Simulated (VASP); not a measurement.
Sn4P, 5 atoms in the cell. It takes space group Pm-3m (No. 221, cubic). The conventional cell has a = 4.980 Å, b = 4.980 Å, c = 4.980 Å, α = 90.00°, β = 90.00°, γ = 90.00°. Within 3.3 Å of Sn (site symmetry m-3m) lie 6 Sn at 2.49 Å. Sn (site symmetry 4/mmm) has 2 Sn at 2.49 Å within 3.3 Å. P (site symmetry m-3m) has 20 Sn at 3.52 to 4.31 Å within 4.6 Å. 

```yaml
Program: VASP 6.6.1
Task: relaxation of cell and atoms
Functional: PBE
Potentials_or_basis: VASP PAW PBE potentials, release 64 (Sn_d, P)
Cutoff: 600 eV
k_mesh: 4 × 4 × 4
Occupations: gaussian, width 0.1 eV
Spin: no spin polarisation
Dipole_correction: no
Further_INCAR_settings: ALGO = Normal; EDIFF = 1e-07; IBRION = 2; EDIFFG = -0.04; NSW = 90; ISIF = 3
```

Potentials or basis: VASP PAW PBE potentials, release 64 (Sn_d, P).

Run with:

```sh
$ cat potpaw_PBE.64/Sn_d/POTCAR potpaw_PBE.64/P/POTCAR > POTCAR
$ mpirun -np 1 vasp_std > vasp.out
```

Hardware: 1 thread of Intel Xeon 6975P-C, on a shared host.

Task: How long does it take, and how much memory?

Result: Run time: 4.8 min on 1 thread of Intel Xeon 6975P-C, on a shared host, peak memory 0.27 GiB. Counts: scf iterations 54, k points 10, ion steps 4.
